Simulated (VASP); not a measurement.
# Cu (Im-3m) in VASP: notebook, part 2 of 2

VASP 6.6.1. Earlier steps stand in the parts before.

## Step 4: Relaxation of cell and atoms, PBE

This run uses another cell than the first one, of 11.81 Å³/atom, 0.984 times its volume.

File INCAR:

```
ALGO = Normal
EDIFF = 1E-6
EDIFFG = -0.01
ENCUT = 600
GGA = PE
IBRION = 2
ISIF = 3
ISMEAR = -1
LASPH = T
LCHARG = F
LREAL = F
LWAVE = F
NELM = 80
NSW = 80
PREC = Accurate
SIGMA = 0.1
```

File KPOINTS:

```
k-points
0
Gamma
  15 15 15
```

File POSCAR:

```
Cu
1.0
   -1.4345978267      1.4345978267      1.4345978267
    1.4345978267     -1.4345978267      1.4345978267
    1.4345978267      1.4345978267     -1.4345978267
Cu
1
Direct
    0.0000000000      0.0000000000      0.0000000000
```

Potentials or basis: VASP PAW PBE potentials, release 64 (Cu).

Started as:

```
cat potpaw_PBE.64/Cu/POTCAR > POTCAR
mpirun -np 1 vasp_std > vasp.out
```

OUTCAR:

```text
EDIFF = 1E-6
   EDIFFG = -0.01
   ENCUT = 600
   GGA = PE
   IBRION = 2
   ISIF = 3
   ISMEAR = -1
   LASPH = T
   LREAL = F
   NELM = 80
   NSW = 80
   PREC = Accurate

 ion  position               nearest neighbor table
   1  0.000  0.000  0.000-

  LATTYP: Found a body centered cubic cell.
 ALAT       =     2.8691956534

  Lattice vectors:

 A1 = (  -1.4345978267,   1.4345978267,   1.4345978267)
 A2 = (   1.4345978267,  -1.4345978267,   1.4345978267)
 A3 = (   1.4345978267,   1.4345978267,  -1.4345978267)

Analysis of symmetry for initial positions (statically):
=====================================================================
 Subroutine PRICEL returns:
 Original cell was already a primitive cell.

 Routine SETGRP: Setting up the symmetry group for a
 body centered cubic supercell.

 Subroutine GETGRP returns: Found 48 space group operations
 (whereof 48 operations were pure point group operations)
 out of a pool of 48 trial point group operations.

The static configuration has the point symmetry O_h .

Analysis of symmetry for dynamics (positions and initial velocities):
[... 164 lines left out ...]
  -------------------------------------------------------------------------------------
  Total        0.2192417      0.2192417      0.2192417      0.0000000      0.0000000     -0.0000000
  in kB       29.7428942     29.7428942     29.7428942      0.0000000      0.0000000     -0.0000000
  external PRESSURE =      29.7428942 kB  Pullay stress =       0.0000000 kB
[... 57 lines left out ...]
--------------------------------------- Ionic step        3  -------------------------------------------

 number of electron      11.0000005 magnetization

 Free energy of the ion-electron system (eV)
  ---------------------------------------------------
  ext. energy  EPLUGINS =         0.00000000
  ---------------------------------------------------
  free energy    TOTEN  =        -3.70030152 eV

  energy without entropy =       -3.69054715  energy(sigma->0) =       -3.69542434

 E-fermi :   7.3057     XC(G=0): -12.6073

 val. band max:        7.2069201502   @ k =  -0.4000   0.4667   0.0667
 cond. band min:       7.3150716601   @ k =   0.4667   0.0667   0.0000
 fundamental gap:      0.1081515100
 Fermi energy:         7.3057427754

 k-point     1 :       0.0000    0.0000    0.0000
  band No.  band energies     occupation
      1      -1.8571      2.00000
      2       4.2946      2.00000
      3       4.2946      2.00000
      4       4.2946      2.00000
      5       5.2751      2.00000
      6       5.2751      2.00000
      7      32.1920      0.00000
      8      32.1920      0.00000
      9      32.1920      0.00000
[... 265 lines left out ...]
 k-point    24 :       0.4000    0.2000    0.0000
  band No.  band energies     occupation
      1       2.9766      2.00000
      2       3.6687      2.00000
      3       4.3772      2.00000
      4       5.2304      2.00000
      5       5.5174      2.00000
      6       9.3441      0.00000
      7      11.9593      0.00000
      8      17.5763      0.00000
      9      24.1206      0.00000

 [... further k-points ...]
[... 5 lines left out ...]
  --------------------------------------------------------------------------------------
  -------------------------------------------------------------------------------------
  Total        0.0027764      0.0027764      0.0027764      0.0000000     -0.0000000      0.0000000
  in kB        0.3689220      0.3689220      0.3689220      0.0000000     -0.0000000      0.0000000
  external PRESSURE =       0.3689220 kB  Pullay stress =       0.0000000 kB
[... 16 lines left out ...]
  FREE ENERGIE OF THE ION-ELECTRON SYSTEM (eV)
  ---------------------------------------------------
  free  energy   TOTEN  =        -3.7003015206 eV

  energy  without entropy=       -3.6905471526  energy(sigma->0) =       -3.69542434

 reached required accuracy - stopping structural energy minimisation
```

CONTCAR:

```text
Cu
   1.00000000000000
    -1.4445572890489140    1.4445572890489140    1.4445572890489140
     1.4445572890489140   -1.4445572890489140    1.4445572890489140
     1.4445572890489140    1.4445572890489140   -1.4445572890489140
  Cu
     1
Direct
     0.0000000000000000    0.0000000000000000    0.0000000000000000

  0.00000000E+00  0.00000000E+00  0.00000000E+00
```

Wall time 21 s (1 thread of Intel Xeon Platinum 8559C (Emerald Rapids), shared host); peak memory 0.13 GiB.

What came out:

- Free energy: -3.7003 eV
- Relaxed volume: 12.06 Å³/atom
- Relaxed cell: a = 2.502 Å, b = 2.502 Å, c = 2.502 Å, α = 109.47°, β = 109.47°, γ = 109.47°
- Space group after relaxing (to 0.05 Å): Im-3m (No. 229)
- Energy gained by relaxing: 2.2 meV/atom
- Ionic steps: 3
- Pressure after relaxing: 0.0 GPa

The path:
```csv
step,energy change (eV),largest force (eV/Å),pressure (GPa),volume (Å³)
1,0.0000,0.0000,2.97,11.81
2,-0.0017,0.0000,-1.42,12.19
3,-0.0022,0.0000,0.04,12.06
```

Final structure:
```
CELL_PARAMETERS angstrom
-1.44456 1.44456 1.44456
1.44456 -1.44456 1.44456
1.44456 1.44456 -1.44456
ATOMIC_POSITIONS crystal
Cu 0.00000 0.00000 0.00000
```

## Step 5: Overview

```tsv
task	cell	k mesh	cutoff (eV)	gap on the mesh (eV)	pressure (GPa)
single point	a = 2.498 Å, angles 109.5°, 1 atom	8 × 8 × 8	600	none	0.8
single point	a = 2.498 Å, angles 109.5°, 1 atom	15 × 15 × 15	520	none	0.6
relaxation of cell and atoms	relaxed from a = 2.485 Å, angles 109.5°, 1 atom	15 × 15 × 15	600	none	0.0
```

Alike in all rows: level PBE; potentials or basis VASP PAW PBE potentials, release 64 (Cu); no spin polarisation; smearing fermi-dirac 0.1 eV.

Caveats: some runs use coarse meshes.

Absolute energies hang on the potentials; compare differences alone.
